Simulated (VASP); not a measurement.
# NbAs (P6_3mc) in VASP: single point with PBE

Aim: the single point of NbAs with PBE.

Program: VASP 6.6.1. These are calculated values, not measurements. Logs are shortened: lines on timing, memory, paths and dates and some standing lists are left out, and cuts for length are marked.

## (1) The cell of the first run

It takes space group P6_3mc (No. 186, hexagonal). The conventional cell has a = 4.187 Å, b = 4.187 Å, c = 6.889 Å, α = 90.00°, β = 90.00°, γ = 120.00°. Nb (site symmetry 3m) has 4 As at 2.57 Å within 3.4 Å. Within 3.4 Å of As (site symmetry 3m) lie 4 Nb at 2.57 Å.

## (2) Single point, PBE

File INCAR:

```
PREC = Accurate ; ENCUT = 520
EDIFF = 1E-6 ; ISMEAR = 0
SIGMA = 0.1 ; LREAL = F
LASPH = T ; NELM = 100
ALGO = Normal ; ISIF = 2
LWAVE = F ; LCHARG = F
GGA = PE ; NBANDS = 26
```

File KPOINTS:

```
Automatic mesh
0
Gamma
  6 6 4
```

File POSCAR:

```
NbAs
1.0
    4.1870000000      0.0000000000      0.0000000000
   -2.0935000000      3.6260483700      0.0000000000
    0.0000000000      0.0000000000      6.8889289600
Nb As
2 2
Direct
    0.3333333300      0.6666666700      0.3731349300
    0.6666666700      0.3333333300      0.8731349300
    0.3333333300      0.6666666700      0.0000000000
    0.6666666700      0.3333333300      0.5000000000
```

Potentials or basis: VASP PAW PBE potentials, release 64 (Nb_sv, As).

Started as:

```console
$ cat potpaw_PBE.64/Nb_sv/POTCAR potpaw_PBE.64/As/POTCAR > POTCAR
$ mpirun -np 1 vasp_std > vasp.out
```

OUTCAR:

```text
PREC = Accurate
   ENCUT = 520
   EDIFF = 1E-6
   ISMEAR = 0
   LREAL = F
   LASPH = T
   NELM = 100
   ISIF = 2
   GGA = PE

 ion  position               nearest neighbor table
   1  0.333  0.667  0.373-   4 2.57   4 2.57   3 2.57   4 2.57
   2  0.667  0.333  0.873-   3 2.57   3 2.57   4 2.57   3 2.57
   3  0.333  0.667  0.000-   2 2.57   2 2.57   1 2.57   2 2.57
   4  0.667  0.333  0.500-   1 2.57   1 2.57   2 2.57   1 2.57

  LATTYP: Found a hexagonal cell.
 ALAT       =     4.1870000000
 C/A-ratio  =     1.6453138190

  Lattice vectors:

 A1 = (   4.1870000000,   0.0000000000,   0.0000000000)
 A2 = (  -2.0935000000,   3.6260483700,   0.0000000000)
 A3 = (   0.0000000000,   0.0000000000,   6.8889289600)

Analysis of symmetry for initial positions (statically):
=====================================================================
 Subroutine PRICEL returns:
 Original cell was already a primitive cell.

 Routine SETGRP: Setting up the symmetry group for a
 hexagonal supercell.

 Subroutine GETGRP returns: Found 12 space group operations
 (whereof  6 operations were pure point group operations)
 out of a pool of 24 trial point group operations.

The static configuration has the point symmetry C_3v.
 The point group associated with its full space group is C_6v.

Analysis of symmetry for dynamics (positions and initial velocities):
=====================================================================
 Subroutine PRICEL returns:
 Original cell was already a primitive cell.

 Routine SETGRP: Setting up the symmetry group for a
 hexagonal supercell.

 Subroutine GETGRP returns: Found 12 space group operations
 (whereof  6 operations were pure point group operations)
 out of a pool of 24 trial point group operations.

The dynamic configuration has the point symmetry C_3v.
 The point group associated with its full space group is C_6v.

 Subroutine INISYM returns: Found 12 space group operations
 (whereof  6 operations are pure point group operations),
 and found     1 'primitive' translations

----------------------------------------------------------------------------------------

                                     Primitive cell

  volume of cell :     104.5895

  direct lattice vectors                    reciprocal lattice vectors
     4.187000000  0.000000000  0.000000000     0.238834488  0.137891156  0.000000000
[... 84 lines left out ...]
   ENCUT  =  520.0 eV  38.22 Ry    6.18 a.u.   7.79  7.79 12.81*2*pi/ulx,y,z
   NELM   =    100;   NELMIN=  2; NELMDL= -5     # of ELM steps
   EDIFF  = 0.1E-05   stopping-criterion for ELM
   LREAL  =      F    real-space projection
   EDIFFG = 0.1E-04   stopping-criterion for IOM
   NSW    =      0    number of steps for IOM
   IBRION =     -1    ionic relax: 0-MD 1-quasi-New 2-CG
   NFREE  =      0    steps in history (QN), initial steepest desc. (CG)
   ISIF   =      2    stress and relaxation
   ISYM   =      2    0-nonsym 1-usesym 2-fastsym
   POTIM  = 0.5000    time-step for ionic-motion
   TEBEG  =    0.0;   TEEND  =   0.0 temperature during run
   PSTRESS=    0.0 pullay stress
   NELECT =      36.0000    total number of electrons
   NUPDOWN=      -1.0000    fix difference up-down
   EMIN   =  10.00;   EMAX   =-10.00  energy-range for DOS
   EFERMI =   0.00;   METHOD = LEGACY
   ISMEAR =     0;   SIGMA  =   0.10  broadening in eV -4-tet -1-fermi 0-gaus
   EFERMI_NEDOS =   21; number of points for ismear=-14 and -15
   IALGO  =     38    algorithm
   IMIX   =      4    mixing-type and parameters
     AMIX     =   0.40;   BMIX     =  1.00
     AMIX_MAG =   1.60;   BMIX_MAG =  1.00
  volume/ion in A,a.u.               =      26.15       176.45
  Fermi-wavevector in a.u.,A,eV,Ry     =   1.147307  2.168096 17.909525  1.316313
  Thomas-Fermi vector in A             =   2.283987
   LORBIT       =      0    0 simple, 1 ext, 2 COOP (PROOUT), +10 PAW based schemes
   GGA     = PE    functional components
   LHFCALC =     F    Hartree Fock is set to
   AEXX    =    0.0000 exact exchange contribution
   IVDW    =     0    specifies the selected vdW correction
   LEPSILON=     F    determine dielectric tensor
   LRPA    =     F    only Hartree local field effects (RPA)
 non-spin polarized calculation
 Gauss-broadening in eV      SIGMA  =   0.10
  energy-cutoff  :      520.00
  volume of cell :      104.59
 maximum number of plane-waves:      2844
 NGX is ok and might be reduce to    32
   NGX = 15   NGY = 15   NGZ = 25

 number of electron      36.0000002 magnetization

 Free energy of the ion-electron system (eV)
  ---------------------------------------------------
  ext. energy  EPLUGINS =         0.00000000
  ---------------------------------------------------
  free energy    TOTEN  =       -28.39683210 eV

  energy without entropy =      -28.37215502  energy(sigma->0) =      -28.38449356

 E-fermi :   5.3141     XC(G=0):  -9.6315

 val. band max:        5.3005582096   @ k =   0.1667   0.1667   0.0000
 cond. band min:       5.3269215010   @ k =   0.1667   0.0000   0.5000
 fundamental gap:      0.0263632914
 Fermi energy:         5.3141496594

 k-point     1 :       0.0000    0.0000    0.0000
  band No.  band energies     occupation
      1     -50.1901      2.00000
      2     -50.1877      2.00000
      3     -26.2893      2.00000
      4     -26.2549      2.00000
      5     -26.2549      2.00000
      6     -26.2475      2.00000
[... 598 lines left out ...]
     25       7.9069      0.00000
     26       7.9069      0.00000

------------------------ aborting loop because EDIFF is reached ----------------------------------------

  FORCE on cell =-STRESS in cart. coord.  units (eV):
  Direction    XX          YY          ZZ          XY          YZ          ZX
  --------------------------------------------------------------------------------------
  -------------------------------------------------------------------------------------
  Total       -2.9980500     -2.9980501     -3.0930390     -0.0000000      0.0000000      0.0000000
  in kB      -45.9262727    -45.9262728    -47.3813813     -0.0000000      0.0000000      0.0000000
  external PRESSURE =     -46.4113089 kB  Pullay stress =       0.0000000 kB

 VOLUME and BASIS-vectors are now :
 -----------------------------------------------------------------------------
  energy-cutoff  :      520.00
  volume of cell :      104.59
      direct lattice vectors                 reciprocal lattice vectors
     4.187000000  0.000000000  0.000000000     0.238834488  0.137891156  0.000000000
    -2.093500000  3.626048370  0.000000000     0.000000000  0.275782311  0.000000000
     0.000000000  0.000000000  6.888928960     0.000000000  0.000000000  0.145160446

 POSITION                                       TOTAL-FORCE (eV/Angst)
 -----------------------------------------------------------------------------------
     -0.00000      2.41737      2.57050        -0.000000      0.000000     -0.332188
      2.09350      1.20868      6.01496         0.000000     -0.000000     -0.332188
     -0.00000      2.41737      0.00000        -0.000000      0.000000      0.332188
      2.09350      1.20868      3.44446         0.000000      0.000000      0.332188
 -----------------------------------------------------------------------------------
    total drift:                                0.000008     -0.000004      0.000053

  FREE ENERGIE OF THE ION-ELECTRON SYSTEM (eV)
  ---------------------------------------------------
  free  energy   TOTEN  =       -28.3968320968 eV

  energy  without entropy=      -28.3721550157  energy(sigma->0) =      -28.38449356
```

Wall time 35 s (1 thread of Intel Xeon Platinum 8488C (Sapphire Rapids), shared host); peak memory 0.24 GiB.

Results:

| Item | Value |
| --- | --- |
| Free energy | -28.3968 eV |
| Pressure | -4.6 GPa |
| Largest force | 0.332 eV/Å |
| Band gap on the k mesh | zero (band 18 reaches 5.45 eV, above the bottom of band 19 at 4.84 eV) |

Forces on the atoms (eV/Å):
```
Nb   0.000  0.000 -0.332
Nb   0.000  0.000 -0.332
As   0.000  0.000  0.332
As   0.000  0.000  0.332
```

Levels at points of the mesh, in eV from the Fermi level:
```
           k point  band 14  band 15  band 16  band 17  band 18  band 19  band 20  band 21  band 22  band 23
(0.00, 0.00, 0.00)    -3.18    -2.86    -2.86    -0.34    -0.34     0.47     0.47     0.60     2.10     3.29
(0.50, 0.00, 0.00)    -2.86    -2.56    -2.09    -0.60    -0.46     0.40     0.50     0.59     0.76     1.20
(0.00, 0.00, 0.50)    -3.06    -3.06    -3.06     0.14     0.14     0.14     0.14     2.40     2.40     3.95
(0.50, 0.00, 0.50)    -2.68    -2.53    -2.53     0.04     0.04     0.49     0.49     0.58     0.58     2.15
```
